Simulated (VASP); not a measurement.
# SrTiO3 (P1) in VASP: single point with PBE

Aim: the single point of SrTiO3 with PBE.

All numbers are computed with VASP 6.6.1; they aren't measurements. Logs are shortened: lines on timing, memory, paths and dates and some standing lists are left out, and cuts for length are marked.

## 1. The cell of the first run

The typed cell holds 20 atoms: a = 3.907 Å, b = 7.814 Å, c = 7.814 Å, α = 90.00°, β = 90.00°, γ = 90.00°.

## 2. Single point, PBE

Contents of INCAR:

```
SYSTEM = SrTiO3
ALGO = Normal ; EDIFF = 1E-6
ENCUT = 520 ; GGA = PE
ISIF = 2 ; ISMEAR = -1
LASPH = .TRUE. ; LCHARG = .FALSE.
LREAL = Auto ; LWAVE = .FALSE.
NBANDS = 96 ; NELM = 100
PREC = Accurate ; SIGMA = 0.02
```

Contents of KPOINTS:

```
k-points
0
G
  4 2 2
  0 0 0
```

Contents of POSCAR:

```
SrTiO3
1.0
    3.9068515030      0.0000000000      0.0000000000
    0.0000000000      7.8137030060      0.0000000000
    0.0000000000      0.0000000000      7.8137030060
Sr Ti O
4 4 12
Direct
   -0.0024221550      0.0068044562      0.0008961180
    0.0105207480      0.0043378920      0.4994396379
    0.0032248474      0.4974494164     -0.0032908853
    0.0148221656      0.4924959391      0.5006905173
    0.4848108505      0.2515232533      0.2550629322
    0.4906457280      0.2519649132      0.7601558436
    0.4939995796      0.7490648154      0.2472855698
    0.4904225304      0.7524291614      0.7454190408
    0.4928751447      0.0022417028      0.2375492130
    0.4926212318      0.2595000090      0.0002015690
    0.0069562408      0.2411673439      0.2443518775
    0.4944180751      0.0032787271      0.7457251697
    0.4990814211      0.2470110521      0.4980112499
   -0.0066406414      0.2531331174      0.7517100401
    0.5149066962      0.4971820655      0.2584427638
    0.5074866548      0.7501229565     -0.0035154907
   -0.0014180216      0.7364926713      0.2547868787
    0.5049741457      0.5072308222      0.7543656312
    0.4855838515      0.7552493351      0.5017976748
    0.0118310102      0.7530126235      0.7323558364
```

Potentials or basis: VASP PAW PBE potentials, release 64 (Sr_sv, Ti_sv, O).

Run with:

```sh
> cat potpaw_PBE.64/Sr_sv/POTCAR potpaw_PBE.64/Ti_sv/POTCAR potpaw_PBE.64/O/POTCAR > POTCAR
> mpirun -np 1 vasp_std > vasp.out
```

OUTCAR:

```text
SYSTEM = SrTiO3
   EDIFF = 1E-6
   ENCUT = 520
   GGA = PE
   ISIF = 2
   ISMEAR = -1
   LASPH = .TRUE.
   LREAL = Auto
   NELM = 100
   PREC = Accurate

 ion  position               nearest neighbor table
   1  0.998  0.007  0.001-  11 2.64   9 2.68   9 2.70  14 2.74  10 2.76  16 2.77  12 2.78  10 2.79
                            12 2.80  16 2.83  20 2.89  17 2.90   6 3.30   6 3.34   5 3.35   7 3.39
   2  0.011  0.004  0.499-  20 2.68  19 2.69  13 2.69  12 2.70  11 2.72  13 2.75  14 2.77   9 2.78
                            12 2.79  19 2.83  17 2.83   9 2.88   5 3.29   8 3.33   6 3.38   7 3.38
   3  0.003  0.497  0.997-  10 2.67  14 2.70  18 2.72  18 2.73  10 2.73  17 2.75  16 2.77  11 2.78
                            16 2.79  15 2.80  15 2.86  20 2.87   6 3.27   6 3.33   5 3.36   7 3.37
   4  0.015  0.492  0.501-  13 2.69  17 2.71  14 2.71  15 2.72  15 2.72  20 2.72  19 2.76  18 2.76
                            13 2.78  11 2.81  18 2.81  19 2.91   5 3.26   6 3.33   8 3.35   7 3.38
   5  0.485  0.252  0.255-  11 1.87  13 1.90  15 1.92   9 1.95  10 1.99  11 2.04   4 3.26   2 3.29
                             1 3.35   3 3.36   4 3.39   2 3.41   1 3.41   3 3.45
   6  0.491  0.252  0.760-  10 1.88  14 1.94  12 1.95  14 1.97  18 2.00  13 2.05   3 3.27   1 3.30
                             4 3.33   3 3.33   1 3.34   2 3.38   4 3.44   2 3.47
   7  0.494  0.749  0.247-  17 1.94  16 1.96  15 1.97  17 1.97   9 1.98  19 1.99   3 3.37   2 3.38
                             4 3.38   1 3.39   1 3.41   3 3.41   2 3.45   4 3.48
   8  0.490  0.752  0.745-  20 1.87  19 1.90  18 1.92  12 1.96  16 1.96  20 2.04   2 3.33   4 3.35
                             3 3.38   1 3.41   2 3.42   3 3.44   1 3.44   4 3.46
   9  0.493  0.002  0.238-   5 1.95   7 1.98   1 2.68   1 2.70   2 2.78   2 2.88
  10  0.493  0.260  0.000-   6 1.88   5 1.99   3 2.67   3 2.73   1 2.76   1 2.79
  11  0.007  0.241  0.244-   5 1.87   5 2.04   1 2.64   2 2.72   3 2.78   4 2.81
  12  0.494  0.003  0.746-   6 1.95   8 1.96   2 2.70   1 2.78   2 2.79   1 2.80
  13  0.499  0.247  0.498-   5 1.90   6 2.05   2 2.69   4 2.69   2 2.75   4 2.78
  14  0.993  0.253  0.752-   6 1.94   6 1.97   3 2.70   4 2.71   1 2.74   2 2.77
  15  0.515  0.497  0.258-   5 1.92   7 1.97   4 2.72   4 2.72   3 2.80   3 2.86
  16  0.507  0.750  0.996-   7 1.96   8 1.96   3 2.77   1 2.77   3 2.79   1 2.83
  17  0.999  0.736  0.255-   7 1.94   7 1.97   4 2.71   3 2.75   2 2.83   1 2.90
  18  0.505  0.507  0.754-   8 1.92   6 2.00   3 2.72   3 2.73   4 2.76   4 2.81
  19  0.486  0.755  0.502-   8 1.90   7 1.99   2 2.69   4 2.76   2 2.83   4 2.91
  20  0.012  0.753  0.732-   8 1.87   8 2.04   2 2.68   4 2.72   3 2.87   1 2.89

  LATTYP: Found a simple tetragonal cell.
 ALAT       =     7.8137030060
 C/A-ratio  =     0.5000000000

  Lattice vectors:

 A1 = (   0.0000000000,   7.8137030060,   0.0000000000)
 A2 = (   0.0000000000,   0.0000000000,   7.8137030060)
 A3 = (   3.9068515030,   0.0000000000,   0.0000000000)

Analysis of symmetry for initial positions (statically):
=====================================================================
 Subroutine PRICEL returns:
 Original cell was already a primitive cell.

 Routine SETGRP: Setting up the symmetry group for a
 simple tetragonal supercell.

[... 159 lines left out ...]
   IMIX   =      4    mixing-type and parameters
     AMIX     =   0.40;   BMIX     =  1.00
     AMIX_MAG =   1.60;   BMIX_MAG =  1.00
  volume/ion in A,a.u.               =      11.93        80.48
  Fermi-wavevector in a.u.,A,eV,Ry     =   1.433072  2.708113 27.942211  2.053695
  Thomas-Fermi vector in A             =   2.552630
   LORBIT       =      0    0 simple, 1 ext, 2 COOP (PROOUT), +10 PAW based schemes
   GGA     = PE    functional components
   LHFCALC =     F    Hartree Fock is set to
   AEXX    =    0.0000 exact exchange contribution
   IVDW    =     0    specifies the selected vdW correction
   LEPSILON=     F    determine dielectric tensor
   LRPA    =     F    only Hartree local field effects (RPA)
 non-spin polarized calculation
  energy-cutoff  :      520.00
  volume of cell :      238.53
 maximum number of plane-waves:      6518
 NGX is ok and might be reduce to    30
   NGX = 15   NGY = 29   NGZ = 29

 number of electron     159.9999999 magnetization

 Free energy of the ion-electron system (eV)
  ---------------------------------------------------
  ext. energy  EPLUGINS =         0.00000000
  ---------------------------------------------------
  free energy    TOTEN  =      -159.95065426 eV

  energy without entropy =     -159.95065426  energy(sigma->0) =     -159.95065426

 E-fermi :   4.8078     XC(G=0): -11.2591

 val. band max:        4.3117607118   @ k =   0.5000   0.0000   0.0000
 cond. band min:       6.0478498800   @ k =   0.0000   0.0000   0.0000
 fundamental gap:      1.7360891682
 Fermi energy:         4.8077817600

 k-point     1 :       0.0000    0.0000    0.0000
  band No.  band energies     occupation
      1     -52.4432      2.00000
      2     -52.3775      2.00000
      3     -52.2686      2.00000
      4     -52.0955      2.00000
      5     -28.8010      2.00000
      6     -28.7649      2.00000
[... 1129 lines left out ...]
     91       8.3448      0.00000
     92       8.3571      0.00000
 [bands above 92 left out]

------------------------ aborting loop because EDIFF is reached ----------------------------------------

  FORCE on cell =-STRESS in cart. coord.  units (eV):
  Direction    XX          YY          ZZ          XY          YZ          ZX
  --------------------------------------------------------------------------------------
  -------------------------------------------------------------------------------------
  Total        8.1495833      7.7525448      8.4678443     -0.1884726     -0.0270198     -0.1850320
  in kB       54.7400615     52.0731874     56.8777941     -1.2659547     -0.1814895     -1.2428444
  external PRESSURE =      54.5636810 kB  Pullay stress =       0.0000000 kB

 VOLUME and BASIS-vectors are now :
 -----------------------------------------------------------------------------
  energy-cutoff  :      520.00
  volume of cell :      238.53
      direct lattice vectors                 reciprocal lattice vectors
     3.906851503  0.000000000  0.000000000     0.255960586  0.000000000  0.000000000
     0.000000000  7.813703006  0.000000000     0.000000000  0.127980293  0.000000000
     0.000000000  0.000000000  7.813703006     0.000000000  0.000000000  0.127980293

 POSITION                                       TOTAL-FORCE (eV/Angst)
 -----------------------------------------------------------------------------------
      3.89739      0.05317      0.00700        -0.082705     -0.413787      0.005629
      0.04110      0.03389      3.90247        -0.250227     -0.342788      0.102201
      0.01260      3.88692      7.78799        -0.200025      0.419788      0.136425
      0.05791      3.84822      3.91225        -0.319050      0.537450      0.031853
      1.89408      1.96533      1.99299         0.329258     -0.088336      0.218439
      1.91688      1.96878      5.93963         0.145681     -0.119296     -0.586192
[... 12 lines left out ...]
      1.89710      5.90129      3.92090         0.502464      0.081976     -1.122846
      0.04622      5.88382      5.72241        -0.715203      0.043935      0.672122
 -----------------------------------------------------------------------------------
    total drift:                                0.019560      0.016118      0.001560

  FREE ENERGIE OF THE ION-ELECTRON SYSTEM (eV)
  ---------------------------------------------------
  free  energy   TOTEN  =      -159.9506542605 eV

  energy  without entropy=     -159.9506542605  energy(sigma->0) =     -159.95065426
```

Run time: 8.5 min. Hardware: 1 thread of Intel Xeon Platinum 8488C (Sapphire Rapids), shared host; peak memory 0.41 GiB.

Results:

```
Free energy            : -159.9507 eV
Pressure               : 5.5 GPa
Largest force          : 1.233 eV/Å
Band gap on the k mesh : 1.74 eV
```

Forces on the atoms (eV/Å):
```
Sr  -0.083 -0.414  0.006
Sr  -0.250 -0.343  0.102
Sr  -0.200  0.420  0.136
Sr  -0.319  0.537  0.032
Ti   0.329 -0.088  0.218
Ti   0.146 -0.119 -0.586
Ti   0.057  0.128  0.329
Ti   0.152 -0.003 -0.129
O    0.284 -0.708  0.233
O    0.186 -0.128 -0.296
O   -0.437  0.302  0.053
O    0.209  0.606  0.491
O    0.001  0.140  0.250
O    0.280  0.066 -0.034
O   -0.240  0.089 -0.303
O   -0.076  0.036  0.541
O    0.193  0.378 -0.292
O   -0.019 -1.026 -0.300
O    0.502  0.082 -1.123
O   -0.715  0.044  0.672
```

Levels at points of the mesh, in eV from the valence-band top:
```csv
k point,band 78,band 79,band 80,band 81,band 82,band 83
"(0.00, 0.00, 0.00)",-0.50,-0.48,-0.25,1.74,1.77,1.79
"(0.50, 0.00, 0.00)",-0.17,-0.15,0.00,1.90,3.49,3.53
"(0.00, 0.50, 0.00)",-0.74,-0.64,-0.56,1.81,1.95,2.62
"(0.00, 0.00, 0.50)",-0.77,-0.74,-0.65,1.83,1.91,2.64
"(0.50, 0.50, 0.00)",-0.71,-0.42,0.00,2.79,2.85,3.53
"(0.50, 0.00, 0.50)",-0.44,-0.22,-0.20,2.79,2.86,3.58
"(0.00, 0.50, 0.50)",-0.86,-0.84,-0.78,2.56,2.60,2.73
"(0.50, 0.50, 0.50)",-0.72,-0.67,-0.38,3.17,3.20,3.38
```

Caveat: the cell stands under pressure; the atoms stand as in a frame of molecular dynamics; forces of over 1 eV/Å act on the atoms, so gaps and moduli don't describe the material at rest. A k mesh can miss the band edges.
